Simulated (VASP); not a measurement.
Cu:

```
Cu
1.0
     2.51378    0.00000    0.00000
    -1.25689    2.17700    0.00000
     0.00000    0.00000    8.20636
Cu
4
Direct
  0.66667 0.33333 0.75000
  0.00000 0.00000 0.50000
  0.33333 0.66667 0.25000
  0.00000 0.00000 0.00000
```

This isn't the form of Cu at room conditions, which is fcc.

Base run:

| Property | Result |
| --- | --- |
| Program | VASP 6.6.1 |
| Functional | r2SCAN |
| Potentials or basis | VASP PAW PBE potentials, release 64 (Cu_sv_GW) |
| Cutoff | 900 eV |
| k mesh | 12 × 12 × 4 |
| Occupations | fermi-dirac, width 0.05 eV |
| Spin | no spin polarisation |

Its results: band gap on the k mesh zero (bands 38 and 39 overlap by 5.44 eV); pressure 2.6 GPa.

Question: The run is repeated on the same cell with these changes: functional from r2SCAN to LDA; potentials or basis from VASP PAW PBE potentials, release 64 (Cu_sv_GW) to VASP PAW LDA potentials, release 64 (Cu_sv_GW); cutoff from 900 eV to 820 eV. What comes out?

Answer: Band gap on the k mesh zero (bands 38 and 39 overlap by 5.30 eV); pressure -6.8 GPa.

Caveats: the PAW data sets were made with another functional, which shifts forces and pressure a little (at least some runs); the cell stands under tension (at least some runs).
